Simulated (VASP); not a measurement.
# W in VASP: notebook

W is run at these levels: RPBE+D3(BJ), LDA, PBE+D3(BJ), PBE; tasks: single point.

Program: VASP 6.6.1. These are calculated values, not measurements. Logs are shortened: lines on timing, memory, paths and dates and some standing lists are left out, and cuts for length are marked.

### Step 1. The cell of the first run

It takes space group Im-3m (No. 229, cubic). Conventional cell: a = 3.165 Å, b = 3.165 Å, c = 3.165 Å, α = 90.00°, β = 90.00°, γ = 90.00°. W (site symmetry m-3m) has 14 W at 2.74 to 3.16 Å within 3.6 Å.

### Step 2. Single point, RPBE+D3(BJ)

Input file INCAR:

```
PREC     = Accurate       # precision mode
ENCUT    = 520            # plane-wave cutoff, eV
EDIFF    = 1E-6           # SCF threshold, eV
ISMEAR   = -5             # smearing method
SIGMA    = 0.05           # smearing width, eV
LREAL    = False          # projectors in reciprocal space
LASPH    = True           # aspherical terms in the spheres
NELM     = 60             # most SCF steps
ALGO     = Normal         # electronic algorithm
ISIF     = 2              # what is computed and relaxed
LWAVE    = False          # write WAVECAR
LCHARG   = False          # write CHGCAR
GGA      = RP             # functional
IVDW     = 12             # dispersion correction
NBANDS   = 13             # bands
```

Input file KPOINTS:

```
Automatic mesh
0
Gamma
  12 12 12
```

Input file POSCAR:

```
W
1.0
   -1.5823450000      1.5823450000      1.5823450000
    1.5823450000     -1.5823450000      1.5823450000
    1.5823450000      1.5823450000     -1.5823450000
W
1
Direct
    0.0000000000      0.0000000000      0.0000000000
```

Potentials or basis: VASP PAW PBE potentials, release 64 (W_sv).

Command:

```sh
$ cat potpaw_PBE.64/W_sv/POTCAR > POTCAR
$ mpirun -np 1 vasp_std > vasp.out
```

OUTCAR:

```text
PREC = Accurate
   ENCUT = 520
   EDIFF = 1E-6
   ISMEAR = -5
   LREAL = False
   LASPH = True
   NELM = 60
   ISIF = 2
   GGA = RP
   IVDW = 12
 IVDW          = 12

 ion  position               nearest neighbor table
   1  0.000  0.000  0.000-

  LATTYP: Found a body centered cubic cell.
 ALAT       =     3.1646900000

  Lattice vectors:

 A1 = (  -1.5823450000,   1.5823450000,   1.5823450000)
 A2 = (   1.5823450000,  -1.5823450000,   1.5823450000)
 A3 = (   1.5823450000,   1.5823450000,  -1.5823450000)

Analysis of symmetry for initial positions (statically):
=====================================================================
 Subroutine PRICEL returns:
 Original cell was already a primitive cell.

 Routine SETGRP: Setting up the symmetry group for a
 body centered cubic supercell.

 Subroutine GETGRP returns: Found 48 space group operations
 (whereof 48 operations were pure point group operations)
 out of a pool of 48 trial point group operations.

The static configuration has the point symmetry O_h .

Analysis of symmetry for dynamics (positions and initial velocities):
=====================================================================
 Subroutine PRICEL returns:
 Original cell was already a primitive cell.

 Routine SETGRP: Setting up the symmetry group for a
 body centered cubic supercell.

 Subroutine GETGRP returns: Found 48 space group operations
 (whereof 48 operations were pure point group operations)
 out of a pool of 48 trial point group operations.

The dynamic configuration has the point symmetry O_h .

 Subroutine INISYM returns: Found 48 space group operations
 (whereof 48 operations are pure point group operations),
 and found     1 'primitive' translations

----------------------------------------------------------------------------------------

                                     Primitive cell

  volume of cell :      15.8476

  direct lattice vectors                    reciprocal lattice vectors
    -1.582345000  1.582345000  1.582345000     0.000000000  0.315986716  0.315986716
     1.582345000 -1.582345000  1.582345000     0.315986716  0.000000000  0.315986716
     1.582345000  1.582345000 -1.582345000     0.315986716  0.315986716  0.000000000

  length of vectors
[... 85 lines left out ...]
   NSW    =      0    number of steps for IOM
   IBRION =     -1    ionic relax: 0-MD 1-quasi-New 2-CG
   NFREE  =      0    steps in history (QN), initial steepest desc. (CG)
   ISIF   =      2    stress and relaxation
   ISYM   =      2    0-nonsym 1-usesym 2-fastsym
   POTIM  = 0.5000    time-step for ionic-motion
   TEBEG  =    0.0;   TEEND  =   0.0 temperature during run
   PSTRESS=    0.0 pullay stress
   NELECT =      14.0000    total number of electrons
   NUPDOWN=      -1.0000    fix difference up-down
   EMIN   =  10.00;   EMAX   =-10.00  energy-range for DOS
   EFERMI =   0.00;   METHOD = LEGACY
   ISMEAR =    -5;   SIGMA  =   0.05  broadening in eV -4-tet -1-fermi 0-gaus
   EFERMI_NEDOS =   21; number of points for ismear=-14 and -15
   IALGO  =     38    algorithm
   IMIX   =      4    mixing-type and parameters
     AMIX     =   0.40;   BMIX     =  1.00
     AMIX_MAG =   1.60;   BMIX_MAG =  1.00
  volume/ion in A,a.u.               =      15.85       106.94
  Fermi-wavevector in a.u.,A,eV,Ry     =   1.570832  2.968442 33.572544  2.467512
  Thomas-Fermi vector in A             =   2.672506
   LORBIT       =      0    0 simple, 1 ext, 2 COOP (PROOUT), +10 PAW based schemes
   GGA     = RP    functional components
   LHFCALC =     F    Hartree Fock is set to
   AEXX    =    0.0000 exact exchange contribution
   IVDW    =    12    specifies the selected vdW correction
   LEPSILON=     F    determine dielectric tensor
   LRPA    =     F    only Hartree local field effects (RPA)
 non-spin polarized calculation
 Fermi weights with tetrahedron method with Bloechl corrections
  energy-cutoff  :      520.00
  volume of cell :       15.85
 maximum number of plane-waves:       438
   NGX = 11   NGY = 11   NGZ = 11

 number of electron      14.0000004 magnetization

 Free energy of the ion-electron system (eV)
  ---------------------------------------------------
  ext. energy  EPLUGINS =         0.00000000
  ---------------------------------------------------
  free energy    TOTEN  =       -12.38807999 eV

  energy without entropy =      -12.38807999  energy(sigma->0) =      -12.38807999

 E-fermi :  11.5541     XC(G=0): -13.5926

 val. band max:       11.4569166467   @ k =  -0.1667   0.1667   0.0833
 cond. band min:      11.4058417095   @ k =  -0.2500   0.3333   0.1667
 fundamental gap:     -0.0510749372
 Fermi energy:        11.5540613871

 k-point     1 :       0.0000    0.0000    0.0000
  band No.  band energies     occupation
      1     -62.6959      2.00000
      2     -26.2527      2.00000
      3     -26.2527      2.00000
      4     -26.2527      2.00000
      5       1.8928      2.00000
      6      10.3016      2.00000
      7      10.3016      2.00000
      8      10.3016      2.00000
      9      13.8082      0.00000
     10      13.8082      0.00000
     11      26.0198      0.00000
     12      26.0198      0.00000
     13      26.0198      0.00000
[... 354 lines left out ...]
  band No.  band energies     occupation
      1     -62.5596      2.00000
      2     -27.4519      2.00000
      3     -26.7292      2.00000
      4     -26.3461      2.00000
      5       5.9183      2.00000
      6       7.9175      2.00000
      7      11.2323      1.99047
      8      13.9475      0.00000
      9      14.7220      0.00000
     10      18.9425      0.00000
     11      21.4829      0.00000
     12      23.7191      0.00000
     13      27.5551      0.00000

 [... further k-points ...]

------------------------ aborting loop because EDIFF is reached ----------------------------------------

 Edisp (eV)   -4.80836

 E8    (eV) :    -3.5437

  FORCE on cell =-STRESS in cart. coord.  units (eV):
  Direction    XX          YY          ZZ          XY          YZ          ZX
  --------------------------------------------------------------------------------------
  -------------------------------------------------------------------------------------
  Total      -3.74560    -3.74560    -3.74560    -0.00000    -0.00000     0.00000
  in kB    -378.67662  -378.67662  -378.67662    -0.00000    -0.00000     0.00000
  external pressure =     -378.68 kB  Pullay stress =        0.00 kB

 VOLUME and BASIS-vectors are now :
 -----------------------------------------------------------------------------
  energy-cutoff  :      520.00
  volume of cell :       15.85
      direct lattice vectors                 reciprocal lattice vectors
    -1.582345000  1.582345000  1.582345000     0.000000000  0.315986716  0.315986716
     1.582345000 -1.582345000  1.582345000     0.315986716  0.000000000  0.315986716
     1.582345000  1.582345000 -1.582345000     0.315986716  0.315986716  0.000000000

 POSITION                                       TOTAL-FORCE (eV/Angst)
 -----------------------------------------------------------------------------------
      0.00000      0.00000      0.00000        -0.000000      0.000000      0.000000
 -----------------------------------------------------------------------------------
    total drift:                                0.000000     -0.000000      0.000000

  FREE ENERGIE OF THE ION-ELECTRON SYSTEM (eV)
  ---------------------------------------------------
  free  energy   TOTEN  =       -17.1964434178 eV

  energy  without entropy=      -17.1964434178  energy(sigma->0) =      -17.19644342
```

OSZICAR:

```text
N       E                     dE             d eps       ncg     rms          rms(c)
DAV:   1     0.870343739065E+02    0.87034E+02   -0.76751E+03  1877   0.125E+03
DAV:   2    -0.112654618436E+02   -0.98300E+02   -0.94393E+02  2097   0.319E+02
DAV:   3    -0.129631032684E+02   -0.16976E+01   -0.16911E+01  2057   0.404E+01
DAV:   4    -0.129701366951E+02   -0.70334E-02   -0.70293E-02  2062   0.283E+00
DAV:   5    -0.129701926361E+02   -0.55941E-04   -0.55937E-04  2087   0.243E-01    0.206E+01
DAV:   6    -0.125132784496E+02    0.45691E+00   -0.39027E-01  1952   0.849E+00    0.835E+00
DAV:   7    -0.123912774049E+02    0.12200E+00   -0.22053E-01  2062   0.609E+00    0.693E-01
DAV:   8    -0.123880004453E+02    0.32770E-02   -0.44708E-03  1902   0.855E-01    0.744E-02
DAV:   9    -0.123880766515E+02   -0.76206E-04   -0.10548E-04  2137   0.133E-01    0.480E-02
DAV:  10    -0.123880799698E+02   -0.33182E-05   -0.19650E-05  2002   0.619E-02    0.412E-03
DAV:  11    -0.123880811308E+02   -0.11610E-05   -0.38241E-07  1311   0.777E-03    0.596E-04
DAV:  12    -0.123880800987E+02    0.10321E-05   -0.32672E-08   981   0.243E-03    0.124E-04
DAV:  13    -0.123880799885E+02    0.11015E-06   -0.63519E-09   956   0.114E-03
   1 F= -.17196443E+02 E0= -.17196443E+02  d E =0.000000E+00
```

Wall time 14 s (1 thread of AMD EPYC 7R43 (Zen 3), shared host); peak memory 0.11 GiB.

What came out:

```yaml
Free_energy: -17.1964 eV
Pressure: -37.9 GPa
Band_gap_on_the_k_mesh: zero (band 7 reaches 16.69 eV, above the bottom of band 8 at 10.30 eV)
Dispersion_energy_per_atom: -4.808 eV
```

Caveat: the PAW data sets were made with another functional, which shifts forces and pressure a little; spin-orbit coupling is left out, which moves the levels of the heavy elements; pairwise dispersion overbinds metals, which lowers pressure and volume; tetrahedron occupations give inexact forces and stress in metals.

### Step 3. Single point, LDA, collinear spin, ferromagnetic start

Input file INCAR:

```
SYSTEM = W
ALGO     = Normal         ! electronic algorithm
EDIFF    = 1E-6           ! SCF threshold, eV
ENCUT    = 520            ! plane-wave cutoff, eV
ISIF     = 2              ! what is computed and relaxed
ISMEAR   = 1              ! smearing method
ISPIN    = 2              ! spin polarisation
LASPH    = .TRUE.         ! aspherical terms in the spheres
LCHARG   = .FALSE.        ! write CHGCAR
LMAXMIX  = 4              ! l up to which the mixer works
LORBIT   = 11             ! projections on sites
LREAL    = .FALSE.        ! projectors in reciprocal space
LWAVE    = .FALSE.        ! write WAVECAR
MAGMOM   = 0.5            ! initial moments
NBANDS   = 17             ! bands
NELM     = 150            ! most SCF steps
PREC     = Accurate       ! precision mode
SIGMA    = 0.1            ! smearing width, eV
```

Input file KPOINTS:

```
k-points
0
G
  12 12 12
  0 0 0
```

POSCAR is that of step 2.

Potentials or basis: VASP PAW LDA potentials, release 64 (W_sv).

Command:

```sh
$ cat potpaw_LDA.64/W_sv/POTCAR > POTCAR
$ mpirun -np 1 vasp_std > vasp.out
```

Wall time 30 s (1 thread of AMD EPYC 7R43 (Zen 3), shared host); peak memory 0.1 GiB.

It converged, with:

```yaml
Free_energy: -14.0965 eV
Pressure: -7.3 GPa
Band_gap_on_the_k_mesh: zero (filled and empty bands overlap)
Net_moment: 0.00 μB per cell
Valence_electrons_inside_the_program's_atomic_spheres: W 12.13
```

Levels at points of the mesh, in eV from the Fermi level:
Spin up:
```csv
k point,band 4,band 5,band 6,band 7,band 8,band 9,band 10,band 11
"(0.00, 0.00, 0.00)",-37.50,-9.50,-1.21,-1.21,-1.21,2.24,2.24,14.62
"(0.50, 0.00, 0.00)",-37.50,-6.21,-3.53,0.88,2.14,3.10,6.19,11.14
"(0.50, 0.50, 0.50)",-38.41,-5.80,-5.80,5.20,5.20,5.20,8.40,8.40
```
Spin down:
```
           k point  band 3  band 4  band 5  band 6  band 7  band 8  band 9  band 10  band 11  band 12
(0.00, 0.00, 0.00)  -37.50  -37.50   -9.50   -1.21   -1.21   -1.21    2.24     2.24    14.62    14.62
(0.50, 0.00, 0.00)  -37.92  -37.51   -6.21   -3.53    0.88    2.14    3.10     6.19    11.14    11.61
(0.50, 0.50, 0.50)  -38.42  -38.42   -5.80   -5.80    5.20    5.20    5.20     8.40     8.40     8.40
```

Caveat: spin-orbit coupling is left out, which moves the levels of the heavy elements.

(Part 1 of 2 ends here.)
